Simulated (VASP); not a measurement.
# Cu (Fm-3m) in VASP: a series of runs

Cu is run at these levels: r2SCAN; tasks: single point.

Program: VASP 6.6.1. These are calculated values, not measurements. Logs are shortened: lines on timing, memory, paths and dates and some standing lists are left out, and cuts for length are marked.

## Step 1: The cell of the first run

The structure is cubic, space group Fm-3m (No. 225). Conventional cell: a = 3.562 Å, b = 3.562 Å, c = 3.562 Å, α = 90.00°, β = 90.00°, γ = 90.00°. Within 3.3 Å of Cu (site symmetry m-3m) lie 12 Cu at 2.52 Å.

## Step 2: Single point, r2SCAN

POSCAR

```
Cu
1.0
    0.0000000000      1.7811830974      1.7811830974
    1.7811830974      0.0000000000      1.7811830974
    1.7811830974      1.7811830974      0.0000000000
Cu
1
Direct
    0.0000000000      0.0000000000      0.0000000000
```

INCAR.step1

```
ALGO     = Normal         # electronic algorithm
EDIFF    = 1E-4           # SCF threshold, eV
ENCUT    = 520            # plane-wave cutoff, eV
GGA      = PE             # functional
ISMEAR   = 0              # smearing method
LASPH    = T              # aspherical terms in the spheres
LCHARG   = F              # write CHGCAR
LREAL    = F              # projectors in reciprocal space
LWAVE    = T              # write WAVECAR
NBANDS   = 12             # bands
NELM     = 100            # most SCF steps
PREC     = Accurate       # precision mode
SIGMA    = 0.1            # smearing width, eV
```

INCAR.step2

```
ALGO     = Normal         # electronic algorithm
EDIFF    = 1E-6           # SCF threshold, eV
ENCUT    = 520            # plane-wave cutoff, eV
ISIF     = 2              # what is computed and relaxed
ISMEAR   = 0              # smearing method
ISTART   = 1            
LASPH    = T              # aspherical terms in the spheres
LCHARG   = F              # write CHGCAR
LMIXTAU  = T            
LREAL    = F              # projectors in reciprocal space
LWAVE    = F              # write WAVECAR
METAGGA  = R2SCAN         # meta-GGA
NBANDS   = 12             # bands
NELM     = 100            # most SCF steps
PREC     = Accurate       # precision mode
SIGMA    = 0.1            # smearing width, eV
```

KPOINTS

```
k-points
0
Gamma
  20 20 20
```

Potentials or basis: VASP PAW PBE potentials, release 64 (Cu).

Run with:

```sh
cat potpaw_PBE.64/Cu/POTCAR > POTCAR
cp INCAR.step1 INCAR
mpirun -np 1 vasp_std > vasp.out
cp INCAR.step2 INCAR
mpirun -np 1 vasp_std > vasp.out
```

OUTCAR:

```text
EDIFF = 1E-6
   ENCUT = 520
   ISIF = 2
   ISMEAR = 0
   ISTART = 1
   LASPH = T
   LREAL = F
   METAGGA = R2SCAN
   NELM = 100
   PREC = Accurate

 ion  position               nearest neighbor table
   1  0.000  0.000  0.000-

  LATTYP: Found a face centered cubic cell.
 ALAT       =     3.5623661948

  Lattice vectors:

 A1 = (   0.0000000000,   1.7811830974,   1.7811830974)
 A2 = (   1.7811830974,   0.0000000000,   1.7811830974)
 A3 = (   1.7811830974,   1.7811830974,   0.0000000000)

Analysis of symmetry for initial positions (statically):
=====================================================================
 Subroutine PRICEL returns:
 Original cell was already a primitive cell.

 Routine SETGRP: Setting up the symmetry group for a
 face centered cubic supercell.

 Subroutine GETGRP returns: Found 48 space group operations
 (whereof 48 operations were pure point group operations)
 out of a pool of 48 trial point group operations.

The static configuration has the point symmetry O_h .

Analysis of symmetry for dynamics (positions and initial velocities):
=====================================================================
 Subroutine PRICEL returns:
 Original cell was already a primitive cell.

 Routine SETGRP: Setting up the symmetry group for a
 face centered cubic supercell.

 Subroutine GETGRP returns: Found 48 space group operations
 (whereof 48 operations were pure point group operations)
 out of a pool of 48 trial point group operations.

The dynamic configuration has the point symmetry O_h .

 Subroutine INISYM returns: Found 48 space group operations
 (whereof 48 operations are pure point group operations),
 and found     1 'primitive' translations

----------------------------------------------------------------------------------------

                                     Primitive cell

  volume of cell :      11.3020

  direct lattice vectors                    reciprocal lattice vectors
     0.000000000  1.781183097  1.781183097    -0.280712298  0.280712298  0.280712298
     1.781183097  0.000000000  1.781183097     0.280712298 -0.280712298  0.280712298
     1.781183097  1.781183097  0.000000000     0.280712298  0.280712298 -0.280712298

  length of vectors
     2.518973293  2.518973293  2.518973293     0.486207962  0.486207962  0.486207962

  position of ions in fractional coordinates (direct lattice)
     0.000000000  0.000000000  0.000000000

  ion indices of the primitive-cell ions
   primitive index   ion index
                 1           1

----------------------------------------------------------------------------------------

 KPOINTS: k-points

Automatic generation of k-mesh.
 Grid dimensions read from file:
 generate k-points for:   20   20   20

 Generating k-lattice:

  Cartesian coordinates                     Fractional coordinates (reciprocal lattice)
    -0.014035615  0.014035615  0.014035615     0.050000000  0.000000000  0.000000000
     0.014035615 -0.014035615  0.014035615     0.000000000  0.050000000  0.000000000
     0.014035615  0.014035615 -0.014035615     0.000000000  0.000000000  0.050000000

  Length of vectors
     0.024310398  0.024310398  0.024310398

  Shift w.r.t. Gamma in fractional coordinates (k-lattice)
     0.000000000  0.000000000  0.000000000

 Subroutine IBZKPT returns following result:
 ===========================================

 Found    256 irreducible k-points:

 Following reciprocal coordinates:
            Coordinates               Weight
  0.000000  0.000000  0.000000      1.000000
  0.050000  0.000000  0.000000      8.000000
  0.100000  0.000000  0.000000      8.000000
  0.150000  0.000000  0.000000      8.000000
  0.200000  0.000000  0.000000      8.000000
  0.250000  0.000000  0.000000      8.000000
[... 16 lines left out ...]
 -0.400000  0.050000  0.000000     24.000000
 -0.350000  0.050000  0.000000     24.000000
 [... further k-points ...]
   k-points           NKPTS =    256   k-points in BZ     NKDIM =    256   number of bands    NBANDS=     12
   number of dos      NEDOS =    301   number of ions     NIONS =      1
   total plane-waves  NPLWV =   8000
   dimension x,y,z NGX =    20 NGY =   20 NGZ =   20
   dimension x,y,z NGXF=    40 NGYF=   40 NGZF=   40
   ions per type =               1
   NGX,Y,Z   is equivalent  to a cutoff of  13.20, 13.20, 13.20 a.u.
   NGXF,Y,Z  is equivalent  to a cutoff of  26.40, 26.40, 26.40 a.u.
 SYSTEM =  unknown system
   PREC   = accura    normal or accurate (medium, high low for compatibility)
   ISTART =      1    job   : 0-new  1-cont  2-samecut
   ICHARG =      0    charge: 1-file 2-atom 10-const
   ISPIN  =      1    spin polarized calculation?
   LNONCOLLINEAR =      F non collinear calculations
   LSORBIT =      F    spin-orbit coupling
   LASPH  =      T    aspherical Exc in radial PAW
   ENCUT  =  520.0 eV  38.22 Ry    6.18 a.u.   4.68  4.68  4.68*2*pi/ulx,y,z
   NELM   =    100;   NELMIN=  2; NELMDL=  0     # of ELM steps
   EDIFF  = 0.1E-05   stopping-criterion for ELM
   LREAL  =      F    real-space projection
   EDIFFG = 0.1E-04   stopping-criterion for IOM
   NSW    =      0    number of steps for IOM
   IBRION =     -1    ionic relax: 0-MD 1-quasi-New 2-CG
   NFREE  =      0    steps in history (QN), initial steepest desc. (CG)
   ISIF   =      2    stress and relaxation
   ISYM   =      2    0-nonsym 1-usesym 2-fastsym
   POTIM  = 0.5000    time-step for ionic-motion
   TEBEG  =    0.0;   TEEND  =   0.0 temperature during run
   PSTRESS=    0.0 pullay stress
   NELECT =      11.0000    total number of electrons
   NUPDOWN=      -1.0000    fix difference up-down
   EMIN   =  10.00;   EMAX   =-10.00  energy-range for DOS
   EFERMI =   0.00;   METHOD = LEGACY
   ISMEAR =     0;   SIGMA  =   0.10  broadening in eV -4-tet -1-fermi 0-gaus
   EFERMI_NEDOS =   21; number of points for ismear=-14 and -15
   IALGO  =     38    algorithm
   IMIX   =      4    mixing-type and parameters
     AMIX     =   0.40;   BMIX     =  1.00
     AMIX_MAG =   1.60;   BMIX_MAG =  1.00
  volume/ion in A,a.u.               =      11.30        76.27
  Fermi-wavevector in a.u.,A,eV,Ry     =   1.622385  3.065862 35.812329  2.632132
  Thomas-Fermi vector in A             =   2.716007
   LORBIT       =      0    0 simple, 1 ext, 2 COOP (PROOUT), +10 PAW based schemes
   METAGGA = R2SCAN    functional components
   LHFCALC =     F    Hartree Fock is set to
   AEXX    =    0.0000 exact exchange contribution
   IVDW    =     0    specifies the selected vdW correction
   LEPSILON=     F    determine dielectric tensor
   LRPA    =     F    only Hartree local field effects (RPA)
 non-spin polarized calculation
 Gauss-broadening in eV      SIGMA  =   0.10
  energy-cutoff  :      520.00
  volume of cell :       11.30
 maximum number of plane-waves:       322
   NGX =  9   NGY =  9   NGZ =  9

 number of electron      11.0000014 magnetization

 Free energy of the ion-electron system (eV)
  ---------------------------------------------------
  ext. energy  EPLUGINS =         0.00000000
  ---------------------------------------------------
  free energy    TOTEN  =       -10.82658035 eV

  energy without entropy =      -10.82540966  energy(sigma->0) =      -10.82599501

 E-fermi :   7.9222     XC(G=0): -14.0429

 val. band max:        7.8791711890   @ k =   0.4500   0.3000   0.0000
 cond. band min:       7.9223331660   @ k =   0.5000   0.2500   0.1000
 fundamental gap:      0.0431619770
 Fermi energy:         7.9222266299

 k-point     1 :       0.0000    0.0000    0.0000
  band No.  band energies     occupation
      1      -2.0699      2.00000
      2       4.6744      2.00000
      3       4.6745      2.00000
      4       4.6745      2.00000
      5       5.5493      2.00000
      6       5.5493      2.00000
      7      31.6990      0.00000
      8      35.0848      0.00000
      9      35.0848      0.00000
     10      35.0851      0.00000
     11      37.5162      0.00000
     12      37.5162      0.00000

 k-point     2 :       0.0500    0.0000    0.0000
  band No.  band energies     occupation
      1      -1.9722      2.00000
      2       4.6526      2.00000
      3       4.6934      2.00000
      4       4.6934      2.00000
      5       5.5416      2.00000
      6       5.5416      2.00000
      7      31.2485      0.00000
      8      33.6714      0.00000
      9      34.7409      0.00000
     10      34.7412      0.00000
     11      37.9932      0.00000
     12      37.9933      0.00000

 k-point     3 :       0.1000    0.0000    0.0000
  band No.  band energies     occupation
      1      -1.6815      2.00000
      2       4.5918      2.00000
      3       4.7440      2.00000
      4       4.7441      2.00000
      5       5.5243      2.00000
      6       5.5243      2.00000
      7      29.3251      0.00000
      8      32.7403      0.00000
      9      34.0964      0.00000
     10      34.0966      0.00000
     11      38.9970      0.00000
     12      38.9971      0.00000
[... 286 lines left out ...]
 k-point    23 :      -0.4000    0.0500    0.0000
  band No.  band energies     occupation
      1       2.3445      2.00000
      2       4.6335      2.00000
      3       4.6846      2.00000
      4       5.4268      2.00000
      5       6.0424      2.00000
      6       6.5400      2.00000
      7      13.8943      0.00000
      8      29.1246      0.00000
      9      31.2098      0.00000
     10      32.1958      0.00000
     11      35.0128      0.00000
     12      36.5011      0.00000

 k-point    24 :      -0.3500    0.0500    0.0000
  band No.  band energies     occupation
      1       1.9843      2.00000
      2       4.6899      2.00000
      3       4.7334      2.00000
      4       4.8665      2.00000
      5       5.9016      2.00000
      6       6.2095      2.00000
      7      15.8447      0.00000
      8      29.0954      0.00000
      9      31.5899      0.00000
     10      32.9815      0.00000
     11      35.0819      0.00000
     12      36.9865      0.00000

 [... further k-points ...]
[... 5 lines left out ...]
  --------------------------------------------------------------------------------------
  -------------------------------------------------------------------------------------
  Total        0.1783912      0.1783912      0.1783912     -0.0000000      0.0000000      0.0000000
  in kB       25.2888033     25.2888033     25.2888033     -0.0000000      0.0000000      0.0000000
  external PRESSURE =      25.2888033 kB  Pullay stress =       0.0000000 kB

 VOLUME and BASIS-vectors are now :
 -----------------------------------------------------------------------------
  energy-cutoff  :      520.00
  volume of cell :       11.30
      direct lattice vectors                 reciprocal lattice vectors
     0.000000000  1.781183097  1.781183097    -0.280712298  0.280712298  0.280712298
     1.781183097  0.000000000  1.781183097     0.280712298 -0.280712298  0.280712298
     1.781183097  1.781183097  0.000000000     0.280712298  0.280712298 -0.280712298

 POSITION                                       TOTAL-FORCE (eV/Angst)
 -----------------------------------------------------------------------------------
      0.00000      0.00000      0.00000        -0.000000      0.000000      0.000000
 -----------------------------------------------------------------------------------
    total drift:                                0.000000     -0.000000      0.000000

  FREE ENERGIE OF THE ION-ELECTRON SYSTEM (eV)
  ---------------------------------------------------
  free  energy   TOTEN  =       -10.8265803529 eV

  energy  without entropy=      -10.8254096590  energy(sigma->0) =      -10.82599501
```

Wall time 74 s (1 thread of Intel Xeon Platinum 8559C (Emerald Rapids), shared host); peak memory 0.15 GiB.

What came out:

* Free energy: -10.8266 eV
* Pressure: 2.5 GPa

Levels at points of the mesh, in eV from the Fermi level:
```
           k point  band 3  band 4  band 5  band 6  band 7  band 8  band 9  band 10
(0.00, 0.00, 0.00)   -3.25   -3.25   -2.37   -2.37   23.78   27.16   27.16    27.16
(0.50, 0.00, 0.00)   -3.30   -1.75   -1.75   -1.15    4.23   22.26   23.89    23.89
(0.50, 0.50, 0.00)   -1.78   -1.58   -1.58    1.59    7.78   14.15   14.15    18.62
```

Caveat: the PAW data sets were made with another functional, which shifts forces and pressure a little.

[end of part 1 of 2]
